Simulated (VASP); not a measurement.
# Al7C (Fm-3m) in VASP: notebook

The runs below take Al7C through single point, relaxation of cell and atoms, with PBE.

All numbers are computed with VASP 6.6.1; they aren't measurements. Logs are shortened: lines on timing, memory, paths and dates and some standing lists are left out, and cuts for length are marked.

## (1) The cell of the first run

Symmetry: Fm-3m, No. 225, cubic system. The conventional cell has a = 7.720 Å, b = 7.720 Å, c = 7.720 Å, α = 90.00°, β = 90.00°, γ = 90.00°. Al (site symmetry m-3m) has 12 Al at 2.73 Å within 3.6 Å. Al (site symmetry mmm) has 10 Al at 2.73 Å and 2 C at 2.73 Å within 3.6 Å. C (site symmetry m-3m) has 12 Al at 2.73 Å within 3.6 Å.

## (2) Single point, PBE

Input file INCAR:

```
SYSTEM = Al7C
PREC = Accurate
ENCUT = 520
EDIFF = 1E-6
ISMEAR = 0
SIGMA = 0.1
LREAL = .FALSE.
LASPH = .TRUE.
NELM = 100
ALGO = Normal
ISIF = 2
LWAVE = .FALSE.
LCHARG = .TRUE.
GGA = PE
LELF = .TRUE.
LVHAR = .TRUE.
NBANDS = 22
```

Input file KPOINTS:

```
Automatic mesh
0
G
  4 4 4
  0 0 0
```

Input file POSCAR:

```
Al7C
1.0
    0.0000000000      3.8598109200      3.8598109200
    3.8598109200      0.0000000000      3.8598109200
    3.8598109200      3.8598109200      0.0000000000
Al C
7 1
Direct
    0.5000000000      0.5000000000      0.5000000000
    0.5000000000      0.0000000000      0.0000000000
    0.5000000000      0.0000000000      0.5000000000
    0.0000000000      0.5000000000      0.5000000000
    0.0000000000      0.5000000000      0.0000000000
    0.5000000000      0.5000000000      0.0000000000
    0.0000000000      0.0000000000      0.5000000000
    0.0000000000      0.0000000000      0.0000000000
```

Potentials or basis: VASP PAW PBE potentials, release 64 (Al, C).

The run is started by

```console
$ cat potpaw_PBE.64/Al/POTCAR potpaw_PBE.64/C/POTCAR > POTCAR
$ mpirun -np 1 vasp_std > vasp.out
```

OUTCAR:

```text
SYSTEM = Al7C
   PREC = Accurate
   ENCUT = 520
   EDIFF = 1E-6
   ISMEAR = 0
   LREAL = .FALSE.
   LASPH = .TRUE.
   NELM = 100
   ISIF = 2
   GGA = PE

 ion  position               nearest neighbor table
   1  0.500  0.500  0.500-   3 2.73   4 2.73   6 2.73   2 2.73   5 2.73   6 2.73   2 2.73   3 2.73
                             7 2.73   4 2.73   5 2.73   7 2.73
   2  0.500  0.000  0.000-   3 2.73   6 2.73   1 2.73   3 2.73   7 2.73   1 2.73   5 2.73   6 2.73
                             5 2.73   7 2.73
   3  0.500  0.000  0.500-   1 2.73   2 2.73   7 2.73   2 2.73   6 2.73   1 2.73   4 2.73   6 2.73
                             4 2.73   7 2.73
   4  0.000  0.500  0.500-   1 2.73   5 2.73   7 2.73   5 2.73   6 2.73   3 2.73   7 2.73   1 2.73
                             3 2.73   6 2.73
   5  0.000  0.500  0.000-   4 2.73   6 2.73   1 2.73   4 2.73   7 2.73   2 2.73   7 2.73   1 2.73
                             2 2.73   6 2.73
   6  0.500  0.500  0.000-   1 2.73   2 2.73   5 2.73   1 2.73   3 2.73   4 2.73   2 2.73   3 2.73
                             4 2.73   5 2.73
   7  0.000  0.000  0.500-   3 2.73   4 2.73   2 2.73   5 2.73   1 2.73   4 2.73   5 2.73   1 2.73
                             2 2.73   3 2.73
   8  0.000  0.000  0.000-

  LATTYP: Found a face centered cubic cell.
 ALAT       =     7.7196218400

  Lattice vectors:

 A1 = (   0.0000000000,   3.8598109200,   3.8598109200)
 A2 = (   3.8598109200,   0.0000000000,   3.8598109200)
 A3 = (   3.8598109200,   3.8598109200,   0.0000000000)

Analysis of symmetry for initial positions (statically):
=====================================================================
 Subroutine PRICEL returns:
 Original cell was already a primitive cell.

 Routine SETGRP: Setting up the symmetry group for a
 face centered cubic supercell.

 Subroutine GETGRP returns: Found 48 space group operations
 (whereof 48 operations were pure point group operations)
 out of a pool of 48 trial point group operations.

The static configuration has the point symmetry O_h .

Analysis of symmetry for dynamics (positions and initial velocities):
=====================================================================
 Subroutine PRICEL returns:
 Original cell was already a primitive cell.

 Routine SETGRP: Setting up the symmetry group for a
 face centered cubic supercell.

 Subroutine GETGRP returns: Found 48 space group operations
 (whereof 48 operations were pure point group operations)
 out of a pool of 48 trial point group operations.

The dynamic configuration has the point symmetry O_h .

 Subroutine INISYM returns: Found 48 space group operations
 (whereof 48 operations are pure point group operations),
 and found     1 'primitive' translations

----------------------------------------------------------------------------------------

                                     Primitive cell

  volume of cell :     115.0080

  direct lattice vectors                    reciprocal lattice vectors
     0.000000000  3.859810920  3.859810920    -0.129540024  0.129540024  0.129540024
     3.859810920  0.000000000  3.859810920     0.129540024 -0.129540024  0.129540024
     3.859810920  3.859810920  0.000000000     0.129540024  0.129540024 -0.129540024

  length of vectors
     5.458596951  5.458596951  5.458596951     0.224369904  0.224369904  0.224369904

  position of ions in fractional coordinates (direct lattice)
     0.500000000  0.500000000  0.500000000
     0.500000000  0.000000000  0.000000000
     0.500000000  0.000000000  0.500000000
     0.000000000  0.500000000  0.500000000
     0.000000000  0.500000000  0.000000000
     0.500000000  0.500000000  0.000000000
     0.000000000  0.000000000  0.500000000
     0.000000000  0.000000000  0.000000000

  ion indices of the primitive-cell ions
   primitive index   ion index
                 1           1
                 2           2
                 3           3
                 4           4
                 5           5
                 6           6
                 7           7
[... 49 lines left out ...]
   GGA     = PE    functional components
   LHFCALC =     F    Hartree Fock is set to
   AEXX    =    0.0000 exact exchange contribution
   IVDW    =     0    specifies the selected vdW correction
   LEPSILON=     F    determine dielectric tensor
   LRPA    =     F    only Hartree local field effects (RPA)
 non-spin polarized calculation
 Gauss-broadening in eV      SIGMA  =   0.10
  energy-cutoff  :      520.00
  volume of cell :      115.01
 maximum number of plane-waves:      3138
 NGX is ok and might be reduce to    42
   NGX = 21   NGY = 21   NGZ = 21

 number of electron      25.0000000 magnetization

 Free energy of the ion-electron system (eV)
  ---------------------------------------------------
  ext. energy  EPLUGINS =         0.00000000
  ---------------------------------------------------
  free energy    TOTEN  =       -31.41412522 eV

  energy without entropy =      -31.41080927  energy(sigma->0) =      -31.41246725

 E-fermi :   8.7059     XC(G=0): -10.5813

 val. band max:        8.4219729918   @ k =   0.5000   0.0000   0.0000
 cond. band min:       8.7743024902   @ k =  -0.2500   0.5000   0.2500
 fundamental gap:      0.3523294984
 Fermi energy:         8.7059086415

 k-point     1 :       0.0000    0.0000    0.0000
  band No.  band energies     occupation
      1      -3.8007      2.00000
      2       0.4001      2.00000
      3       3.5129      2.00000
      4       3.5129      2.00000
      5       3.5129      2.00000
      6       3.5281      2.00000
[... 14 lines left out ...]
     21      14.5852      0.00000
     22      15.0011      0.00000

 k-point     2 :       0.2500    0.0000    0.0000
  band No.  band energies     occupation
      1      -3.3987      2.00000
      2      -0.2852      2.00000
      3       1.6293      2.00000
      4       3.1157      2.00000
      5       3.1157      2.00000
      6       3.6124      2.00000
[... 14 lines left out ...]
     21      14.0286      0.00000
     22      15.6344      0.00000
[... 123 lines left out ...]
     21      11.8195      0.00000
     22      12.0808      0.00000

 k-point     8 :      -0.2500    0.5000    0.2500
  band No.  band energies     occupation
      1      -2.1819      2.00000
      2      -0.3303      2.00000
      3      -0.2520      2.00000
      4      -0.2520      2.00000
      5       3.1074      2.00000
      6       4.2407      2.00000
[... 14 lines left out ...]
     21      12.9285      0.00000
     22      13.1593      0.00000

------------------------ aborting loop because EDIFF is reached ----------------------------------------

  FORCE on cell =-STRESS in cart. coord.  units (eV):
  Direction    XX          YY          ZZ          XY          YZ          ZX
  --------------------------------------------------------------------------------------
  -------------------------------------------------------------------------------------
  Total        3.9395875      3.9395875      3.9395875     -0.0000000     -0.0000000      0.0000000
  in kB       54.8824196     54.8824196     54.8824196     -0.0000000     -0.0000000      0.0000000
  external PRESSURE =      54.8824196 kB  Pullay stress =       0.0000000 kB

 VOLUME and BASIS-vectors are now :
 -----------------------------------------------------------------------------
  energy-cutoff  :      520.00
  volume of cell :      115.01
      direct lattice vectors                 reciprocal lattice vectors
     0.000000000  3.859810920  3.859810920    -0.129540024  0.129540024  0.129540024
     3.859810920  0.000000000  3.859810920     0.129540024 -0.129540024  0.129540024
     3.859810920  3.859810920  0.000000000     0.129540024  0.129540024 -0.129540024

 POSITION                                       TOTAL-FORCE (eV/Angst)
 -----------------------------------------------------------------------------------
      3.85981      3.85981      3.85981        -0.000000      0.000000     -0.000000
      0.00000      1.92991      1.92991         0.000000      0.000000     -0.000000
      1.92991      3.85981      1.92991         0.000000     -0.000000      0.000000
      3.85981      1.92991      1.92991        -0.000000      0.000000     -0.000000
      1.92991      0.00000      1.92991         0.000000      0.000000      0.000000
      1.92991      1.92991      3.85981        -0.000000      0.000000      0.000000
      1.92991      1.92991      0.00000         0.000000     -0.000000     -0.000000
      0.00000      0.00000      0.00000         0.000000      0.000000     -0.000000
 -----------------------------------------------------------------------------------
    total drift:                                0.000000      0.000000     -0.000000

  FREE ENERGIE OF THE ION-ELECTRON SYSTEM (eV)
  ---------------------------------------------------
  free  energy   TOTEN  =       -31.4141252174 eV

  energy  without entropy=      -31.4108092747  energy(sigma->0) =      -31.41246725
```

It took 22 s on 1 thread of Intel Xeon Platinum 8375C at 2.90GHz (Ice Lake), shared host; peak memory 0.24 GiB.

What came out:

```
Free energy : -31.4141 eV
Pressure    : 5.5 GPa
```

Levels at points of the mesh, in eV from the Fermi level:
```csv
k point,band 10,band 11,band 12,band 13,band 14,band 15
"(0.00, 0.00, 0.00)",-3.47,-3.47,-3.47,-2.64,-1.21,-1.21
"(0.50, 0.00, 0.00)",-1.85,-1.20,-1.20,-0.28,-0.28,2.15
"(0.50, 0.50, 0.00)",-1.31,-0.83,-0.83,0.33,0.51,1.27
```

## (3) Single point, PBE

This run uses another cell than the first one, of 15.20 Å³/atom, 1.058 times its volume.

Input file INCAR:

```
SYSTEM = Al7C
PREC = Accurate
ENCUT = 520
EDIFF = 1E-6
ISMEAR = 0
SIGMA = 0.1
LREAL = .FALSE.
LASPH = .TRUE.
NELM = 60
ALGO = Normal
ISIF = 2
LWAVE = .FALSE.
LCHARG = .FALSE.
GGA = PE
NBANDS = 22
```

Input file KPOINTS:

```
regular mesh
0
G
  4 4 4
  0 0 0
```

Changes to POSCAR since step 2:

```diff
@@ -2,5 +2,5 @@
 1.0
-    0.0000000000      3.8598109200      3.8598109200
-    3.8598109200      0.0000000000      3.8598109200
-    3.8598109200      3.8598109200      0.0000000000
+    0.0000000000      3.9324574983      3.9324574983
+    3.9324574983      0.0000000000      3.9324574983
+    3.9324574983      3.9324574983      0.0000000000
 Al C
```

Potentials or basis: VASP PAW PBE potentials, release 64 (Al, C).

The run is started by

```console
$ cat potpaw_PBE.64/Al/POTCAR potpaw_PBE.64/C/POTCAR > POTCAR
$ mpirun -np 1 vasp_std > vasp.out
```

Run time: 22 s. Hardware: 1 thread of Intel Xeon Platinum 8375C at 2.90GHz (Ice Lake), shared host; peak memory 0.24 GiB.

Results (log left out):

```
Free energy : -31.5217 eV
Pressure    : 0.0 GPa
```

Levels at points of the mesh, in eV from the Fermi level:
| k point | band 8 | band 9 | band 10 | band 11 | band 12 | band 13 | band 14 | band 15 | band 16 | band 17 |
| --- | --- | --- | --- | --- | --- | --- | --- | --- | --- | --- |
| (0.00, 0.00, 0.00) | -4.32 | -4.32 | -3.34 | -3.34 | -3.34 | -2.66 | -1.24 | -1.24 | 2.96 | 2.96 |
| (0.50, 0.00, 0.00) | -5.26 | -2.23 | -1.74 | -1.19 | -1.19 | -0.32 | -0.32 | 1.97 | 2.17 | 2.60 |
| (0.50, 0.50, 0.00) | -1.74 | -1.74 | -1.19 | -0.80 | -0.80 | 0.36 | 0.56 | 1.23 | 1.68 | 1.72 |

## (4) Relaxation of cell and atoms, PBE

Input file INCAR:

```
ALGO = Normal
EDIFF = 1E-7
EDIFFG = -0.04
ENCUT = 600
GGA = PE
IBRION = 2
ISIF = 3
ISMEAR = 0
LASPH = True
LCHARG = False
LREAL = False
LWAVE = False
NELM = 60
NSW = 90
PREC = Accurate
SIGMA = 0.1
```

Input file KPOINTS:

```
k-points
0
Gamma
  4 4 4
```

Changes to POSCAR since step 3:

```diff
@@ -2,5 +2,5 @@
 1.0
-    0.0000000000      3.9324574983      3.9324574983
-    3.9324574983      0.0000000000      3.9324574983
-    3.9324574983      3.9324574983      0.0000000000
+    0.0000000000      3.8598109200      3.8598109200
+    3.8598109200      0.0000000000      3.8598109200
+    3.8598109200      3.8598109200      0.0000000000
 Al C
```

The run is started by

```console
$ cat potpaw_PBE.64/Al/POTCAR potpaw_PBE.64/C/POTCAR > POTCAR
$ mpirun -np 1 vasp_std > vasp.out
```

It took 61 s on 1 thread of Intel Xeon Platinum 8375C at 2.90GHz (Ice Lake), shared host; peak memory 0.32 GiB.

The run converged. Its results:

- Free energy: -31.5214 eV
- Relaxed volume: 15.20 Å³/atom
- Relaxed cell: a = 5.560 Å, b = 5.560 Å, c = 5.560 Å, α = 60.00°, β = 60.00°, γ = 60.00°
- Space group after relaxing (to 0.05 Å): Fm-3m (No. 225)
- Energy gained by relaxing: 13.3 meV/atom
- Ionic steps: 3
- Pressure after relaxing: 0.0 GPa

The path:
| step | energy change (eV) | largest force (eV/Å) | pressure (GPa) | volume (Å³) |
| --- | --- | --- | --- | --- |
| 1 | 0.0000 | 0.0000 | 5.47 | 115.01 |
| 2 | -0.0997 | 0.0000 | -1.24 | 123.37 |
| 3 | -0.1067 | 0.0000 | 0.01 | 121.56 |

Final structure:
```
CELL_PARAMETERS angstrom
0.00000 3.93178 3.93178
3.93178 0.00000 3.93178
3.93178 3.93178 0.00000
ATOMIC_POSITIONS crystal
Al 0.50000 0.50000 0.50000
Al 0.50000 0.00000 0.00000
Al 0.50000 0.00000 0.50000
Al 0.00000 0.50000 0.50000
Al 0.00000 0.50000 0.00000
Al 0.50000 0.50000 0.00000
Al 0.00000 0.00000 0.50000
C 0.00000 0.00000 0.00000
```

Levels at points of the mesh, in eV from the Fermi level:
```
           k point  band 8  band 9  band 10  band 11  band 12  band 13  band 14  band 15  band 16  band 17
(0.00, 0.00, 0.00)   -4.32   -4.32    -3.34    -3.34    -3.34    -2.66    -1.24    -1.24     2.96     2.96
(0.50, 0.00, 0.00)   -5.26   -2.23    -1.74    -1.19    -1.19    -0.32    -0.32     1.97     2.17     2.61
(0.50, 0.50, 0.00)   -1.74   -1.74    -1.19    -0.80    -0.80     0.36     0.56     1.23     1.69     1.72
```

## (5) Single point, PBE

This run uses another cell than the first one, of 15.28 Å³/atom, 1.063 times its volume.

Input file INCAR:

```
SYSTEM = Al7C
PREC     = Accurate       ! precision mode
ENCUT    = 520            ! plane-wave cutoff, eV
EDIFF    = 1E-6           ! SCF threshold, eV
ISMEAR   = 0              ! smearing method
SIGMA    = 0.1            ! smearing width, eV
LREAL    = .FALSE.        ! projectors in reciprocal space
LASPH    = .TRUE.         ! aspherical terms in the spheres
NELM     = 80             ! most SCF steps
ALGO     = Normal         ! electronic algorithm
ISIF     = 2              ! what is computed and relaxed
LWAVE    = .FALSE.        ! write WAVECAR
LCHARG   = .TRUE.         ! write CHGCAR
GGA      = PE             ! functional
LELF     = .TRUE.         ! ELF
LVHAR    = .TRUE.       
NBANDS   = 22             ! bands
```

Input file KPOINTS:

```
regular mesh
0
G
  8 8 8
  0 0 0
```

Changes to POSCAR since step 4:

```diff
@@ -2,5 +2,5 @@
 1.0
-    0.0000000000      3.8598109200      3.8598109200
-    3.8598109200      0.0000000000      3.8598109200
-    3.8598109200      3.8598109200      0.0000000000
+    0.0000000000      3.9389911568      3.9389911568
+    3.9389911568      0.0000000000      3.9389911568
+    3.9389911568      3.9389911568      0.0000000000
 Al C
```

The run is started by

```console
$ cat potpaw_PBE.64/Al/POTCAR potpaw_PBE.64/C/POTCAR > POTCAR
$ mpirun -np 1 vasp_std > vasp.out
```

It took 85 s on 1 thread of Intel Xeon Platinum 8375C at 2.90GHz (Ice Lake), shared host; peak memory 0.28 GiB.

The run converged. Its results:

- Free energy: -31.2924 eV
- Pressure: 0.0 GPa

Levels at points of the mesh, in eV from the Fermi level:
```tsv
k point	band 8	band 9	band 10	band 11	band 12	band 13	band 14	band 15	band 16	band 17
(0.00, 0.00, 0.00)	-4.24	-4.24	-3.23	-3.23	-3.23	-2.57	-1.15	-1.15	3.07	3.07
(0.50, 0.00, 0.00)	-5.15	-2.14	-1.61	-1.09	-1.09	-0.24	-0.24	2.05	2.26	2.71
(0.50, 0.50, 0.00)	-1.61	-1.61	-1.06	-0.72	-0.72	0.46	0.66	1.30	1.73	1.80
```

## (6) Relaxation of cell and atoms, PBE

This run uses another cell than the first one, of 15.20 Å³/atom, 1.058 times its volume.

Input file INCAR:

```
SYSTEM = Al7C
PREC = Accurate
ENCUT = 600
EDIFF = 1E-6
ISMEAR = 0
SIGMA = 0.1
LREAL = .FALSE.
LASPH = .TRUE.
NELM = 60
ALGO = Normal
ISIF = 3
LWAVE = .FALSE.
LCHARG = .FALSE.
GGA = PE
IBRION = 2
NSW = 100
EDIFFG = -0.01
```

Input file KPOINTS:

```
Automatic mesh
0
G
  8 8 8
  0 0 0
```

Changes to POSCAR since step 5:

```diff
@@ -2,5 +2,5 @@
 1.0
-    0.0000000000      3.9389911568      3.9389911568
-    3.9389911568      0.0000000000      3.9389911568
-    3.9389911568      3.9389911568      0.0000000000
+    0.0000000000      3.9324574983      3.9324574983
+    3.9324574983      0.0000000000      3.9324574983
+    3.9324574983      3.9324574983      0.0000000000
 Al C
```

Potentials or basis: VASP PAW PBE potentials, release 64 (Al, C).

The run is started by

```console
$ cat potpaw_PBE.64/Al/POTCAR potpaw_PBE.64/C/POTCAR > POTCAR
$ mpirun -np 1 vasp_std > vasp.out
```

Wall time 2.2 min (1 thread of Intel Xeon Platinum 8375C at 2.90GHz (Ice Lake), shared host); peak memory 0.34 GiB.

Results (log left out):

- Free energy: -31.2927 eV
- Relaxed volume: 15.29 Å³/atom
- Relaxed cell: a = 5.572 Å, b = 5.572 Å, c = 5.572 Å, α = 60.00°, β = 60.00°, γ = 60.00°
- Space group after relaxing (to 0.05 Å): Fm-3m (No. 225)
- Energy gained by relaxing: 0.1 meV/atom
- Ionic steps: 2
- Pressure after relaxing: -0.1 GPa

Step by step:
```tsv
step	energy change (eV)	largest force (eV/Å)	pressure (GPa)	volume (Å³)
1	0.0000	0.0000	0.40	121.62
2	-0.0007	0.0000	-0.08	122.30
```

Final structure:
```
Al C
1.0
     0.00000    3.93973    3.93973
     3.93973    0.00000    3.93973
     3.93973    3.93973    0.00000
Al C
7 1
Direct
  0.50000 0.50000 0.50000
  0.50000 0.00000 0.00000
  0.50000 0.00000 0.50000
  0.00000 0.50000 0.50000
  0.00000 0.50000 0.00000
  0.50000 0.50000 0.00000
  0.00000 0.00000 0.50000
  0.00000 0.00000 0.00000
```

Levels at points of the mesh, in eV from the Fermi level:
```tsv
k point	band 10	band 11	band 12	band 13	band 14	band 15
(0.00, 0.00, 0.00)	-3.23	-3.23	-3.23	-2.57	-1.15	-1.15
(0.50, 0.00, 0.00)	-1.61	-1.09	-1.09	-0.24	-0.24	2.05
(0.50, 0.50, 0.00)	-1.06	-0.71	-0.71	0.46	0.66	1.30
```

## (7) Summary

| task | cell | k mesh | cutoff (eV) | gap on the mesh (eV) | pressure (GPa) | relaxed volume (Å³/atom) |
| --- | --- | --- | --- | --- | --- | --- |
| single point | a = 5.459 Å, angles 60.0°, 8 atoms | 4 × 4 × 4 | 520 | none | 5.5 | - |
| single point | a = 5.561 Å, angles 60.0°, 8 atoms | 4 × 4 × 4 | 520 | none | 0.0 | - |
| relaxation of cell and atoms | relaxed from a = 5.459 Å, angles 60.0°, 8 atoms | 4 × 4 × 4 | 600 | none | 0.0 | 15.20 |
| single point | a = 5.571 Å, angles 60.0°, 8 atoms | 8 × 8 × 8 | 520 | none | 0.0 | - |
| relaxation of cell and atoms | relaxed from a = 5.561 Å, angles 60.0°, 8 atoms | 8 × 8 × 8 | 600 | none | -0.1 | 15.29 |

Alike in all rows: level PBE; potentials or basis VASP PAW PBE potentials, release 64 (Al, C); no spin polarisation; smearing gaussian 0.1 eV.

Absolute energies hang on the potentials; compare differences alone.
